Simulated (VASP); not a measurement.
# Ge3H in VASP: single point with PBE

Aim: the single point of Ge3H with PBE.

Program: VASP 6.6.1. These are calculated values, not measurements. Logs are shortened: lines on timing, memory, paths and dates and some standing lists are left out, and cuts for length are marked.

### Step 1. The cell of the first run

The cell holds a wire or tube with vacuum around it, 8 atoms: a = 20.100 Å, b = 10.000 Å, c = 4.037 Å, α = 90.00°, β = 90.00°, γ = 90.00°.

### Step 2. Single point, PBE, collinear spin

Input file INCAR:

```
SYSTEM = Ge3H
PREC = Accurate ; ENCUT = 410
EDIFF = 1E-6 ; ISMEAR = 0
SIGMA = 0.05 ; LREAL = .False.
LASPH = .True. ; NELM = 200
ALGO = Normal ; ISIF = 2
LWAVE = .False. ; LCHARG = .False.
ISPIN = 2 ; MAGMOM = 0 0 -1 1 0 0 0 0
LORBIT = 11 ; GGA = PE
NBANDS = 57 ; GGA_COMPAT = .False.
KPAR = 4
```

Input file KPOINTS:

```
Automatic mesh
0
Gamma
  1 1 22
  0 0 0
```

Input file POSCAR:

```
Ge3H
1.0
   20.1000000000      0.0000000000      0.0000000000
    0.0000000000     10.0000000000      0.0000000000
    0.0000000000      0.0000000000      4.0373007541
Ge H
6 2
Direct
    0.3548172119      0.4652333923      0.0000000000
    0.5288275642      0.4657712491      0.5000000000
    0.7006013441      0.4666446236      0.0000000000
    0.2993986446      0.5333554847      0.5000000000
    0.4711724409      0.5342287369      0.0000000000
    0.6451827794      0.5347666324      0.5000000000
    0.7751862669      0.5115295276      0.0000000000
    0.2248137481      0.4884703533      0.5000000000
```

Potentials or basis: VASP PAW PBE potentials, release 64 (Ge_d, H).

The run is started by

```
$ cat potpaw_PBE.64/Ge_d/POTCAR potpaw_PBE.64/H/POTCAR > POTCAR
$ mpirun -np 4 vasp_std > vasp.out
```

OUTCAR:

```text
SYSTEM = Ge3H
   PREC = Accurate
   ENCUT = 410
   EDIFF = 1E-6
   ISMEAR = 0
   LREAL = .False.
   LASPH = .True.
   NELM = 200
   ISIF = 2
   ISPIN = 2
   LORBIT = 11
   GGA = PE

 ion  position               nearest neighbor table
   1  0.355  0.465  0.000-   4 2.40   4 2.40   5 2.44
   2  0.529  0.466  0.500-   5 2.43   5 2.43   6 2.44
   3  0.701  0.467  0.000-   7 1.56   6 2.40   6 2.40
   4  0.299  0.533  0.500-   8 1.56   1 2.40   1 2.40
   5  0.471  0.534  0.000-   2 2.43   2 2.43   1 2.44
   6  0.645  0.535  0.500-   3 2.40   3 2.40   2 2.44
   7  0.775  0.512  0.000-   3 1.56
   8  0.225  0.488  0.500-   4 1.56

  LATTYP: Found a simple orthorhombic cell.
 ALAT       =     4.0373007541
 B/A-ratio  =     2.4769024180
 C/A-ratio  =     4.9785738602

  Lattice vectors:

 A1 = (   0.0000000000,   0.0000000000,  -4.0373007541)
 A2 = (   0.0000000000,  10.0000000000,   0.0000000000)
 A3 = (  20.1000000000,   0.0000000000,   0.0000000000)

Analysis of symmetry for initial positions (statically):
=====================================================================
 Subroutine PRICEL returns:
 Original cell was already a primitive cell.

 Routine SETGRP: Setting up the symmetry group for a
 simple orthorhombic supercell.

 Subroutine GETGRP returns: Found  4 space group operations
 (whereof  2 operations were pure point group operations)
 out of a pool of  8 trial point group operations.

The static configuration has the point symmetry C_1h.
 The point group associated with its full space group is C_2h.

Analysis of symmetry for dynamics (positions and initial velocities):
=====================================================================
 Subroutine PRICEL returns:
 Original cell was already a primitive cell.

 Routine SETGRP: Setting up the symmetry group for a
 simple orthorhombic supercell.

 Subroutine GETGRP returns: Found  4 space group operations
 (whereof  2 operations were pure point group operations)
 out of a pool of  8 trial point group operations.

The dynamic configuration has the point symmetry C_1h.
 The point group associated with its full space group is C_2h.

Analysis of structural, dynamic, and magnetic symmetry:
=====================================================================
 Subroutine PRICEL returns:
 Original cell was already a primitive cell.

 Routine SETGRP: Setting up the symmetry group for a
[... 149 lines left out ...]
 Free energy of the ion-electron system (eV)
  ---------------------------------------------------
  ext. energy  EPLUGINS =         0.00000000
  ---------------------------------------------------
  free energy    TOTEN  =       -30.01929693 eV

  energy without entropy =      -30.01929648  energy(sigma->0) =      -30.01929671

 E-fermi :  -2.9982     XC(G=0):  -2.7891

 val. band max:       -3.1513955707   @ k =   0.0000   0.0000   0.4091
 cond. band min:      -2.8468564744   @ k =   0.0000   0.0000   0.5000
 fundamental gap:      0.3045390963
 Fermi energy:        -2.9981895264

 spin component 1

 k-point     1 :       0.0000    0.0000    0.0000
  band No.  band energies     occupation
      1     -27.4483      1.00000
      2     -27.4407      1.00000
      3     -27.4310      1.00000
      4     -27.4277      1.00000
      5     -27.4253      1.00000
      6     -27.4133      1.00000
[... 685 lines left out ...]
     54       2.4200      0.00000
     55       2.8646      0.00000
 Fermi energy:        -2.9981895264

 spin component 2

 k-point     1 :       0.0000    0.0000    0.0000
  band No.  band energies     occupation
      1     -27.4483      1.00000
      2     -27.4407      1.00000
      3     -27.4310      1.00000
      4     -27.4277      1.00000
      5     -27.4253      1.00000
      6     -27.4133      1.00000
[... 685 lines left out ...]
     54       2.4200      0.00000
     55       2.8646      0.00000
 [bands above 55 left out]

------------------------ aborting loop because EDIFF is reached ----------------------------------------

  FORCE on cell =-STRESS in cart. coord.  units (eV):
  Direction    XX          YY          ZZ          XY          YZ          ZX
  --------------------------------------------------------------------------------------
  -------------------------------------------------------------------------------------
  Total       -0.5544922     -0.4031954     -0.5848626     -0.0009435      0.0000000      0.0000000
  in kB       -1.0947599     -0.7960475     -1.1547216     -0.0018628      0.0000000      0.0000000
  external PRESSURE =      -1.0151764 kB  Pullay stress =       0.0000000 kB

 VOLUME and BASIS-vectors are now :
 -----------------------------------------------------------------------------
  energy-cutoff  :      410.00
  volume of cell :      811.50
      direct lattice vectors                 reciprocal lattice vectors
    20.100000000  0.000000000  0.000000000     0.049751244  0.000000000  0.000000000
     0.000000000 10.000000000  0.000000000     0.000000000  0.100000000  0.000000000
     0.000000000  0.000000000  4.037300754     0.000000000  0.000000000  0.247690242

 POSITION                                       TOTAL-FORCE (eV/Angst)
 -----------------------------------------------------------------------------------
      7.13183      4.65233      0.00000        -0.004647      0.009136      0.000000
     10.62943      4.65771      2.01865        -0.003870      0.011397      0.000000
     14.08209      4.66645      0.00000         0.012534      0.013413      0.000000
      6.01791      5.33355      2.01865        -0.012534     -0.013413      0.000000
      9.47057      5.34229      0.00000         0.003870     -0.011397      0.000000
     12.96817      5.34767      2.01865         0.004647     -0.009136      0.000000
     15.58124      5.11530      0.00000        -0.022628     -0.005210      0.000000
      4.51876      4.88470      2.01865         0.022628      0.005210      0.000000
 -----------------------------------------------------------------------------------
    total drift:                                0.000689     -0.001000     -0.000000

  FREE ENERGIE OF THE ION-ELECTRON SYSTEM (eV)
  ---------------------------------------------------
  free  energy   TOTEN  =       -30.0192969335 eV

  energy  without entropy=      -30.0192964846  energy(sigma->0) =      -30.01929671

 total charge

# of ion       s       p       d       tot
------------------------------------------
    1        1.174   1.155  10.006  12.335
    2        1.178   1.141  10.004  12.323
    3        1.156   1.206  10.018  12.380
    4        1.156   1.206  10.018  12.380
    5        1.178   1.141  10.004  12.323
    6        1.174   1.155  10.006  12.335
    7        0.530   0.012   0.000   0.542
    8        0.530   0.012   0.000   0.542
--------------------------------------------------
tot          8.078   7.028  60.055  75.160

 magnetization (x)

# of ion       s       p       d       tot
------------------------------------------
    1       -0.004  -0.012   0.002  -0.013
    2       -0.004  -0.020   0.001  -0.023
    3       -0.013  -0.090   0.001  -0.103
    4        0.013   0.090  -0.001   0.103
    5        0.004   0.020  -0.001   0.023
    6        0.004   0.012  -0.002   0.013
    7       -0.003  -0.000   0.000  -0.003
    8        0.003   0.000   0.000   0.003
--------------------------------------------------
tot          0.000   0.000   0.000   0.000
```

Run time: 14 min. Hardware: 4 MPI ranks of Oxide Virtual Turin-like, shared host; peak memory 1.2 GiB.

What came out:

```yaml
Free_energy: -30.0193 eV
Largest_force: 0.023 eV/Å
Band_gap_on_the_k_mesh: 0.30 eV (least direct gap 0.34 eV)
Net_moment: 0.00 μB per cell
Site_moments: Ge -0.01, -0.02, -0.10, +0.10, +0.02, +0.01; H -0.00, +0.00 μB
Valence_electrons_inside_the_program's_atomic_spheres: Ge 12.34, 12.32, 12.38 (each value once); H 0.54
```

Forces in eV/Å, atoms in the order of the input:
```
Ge  -0.005  0.009  0.000
Ge  -0.004  0.011  0.000
Ge   0.013  0.013  0.000
Ge  -0.013 -0.013  0.000
Ge   0.004 -0.011  0.000
Ge   0.005 -0.009  0.000
H   -0.023 -0.005  0.000
H    0.023  0.005  0.000
```
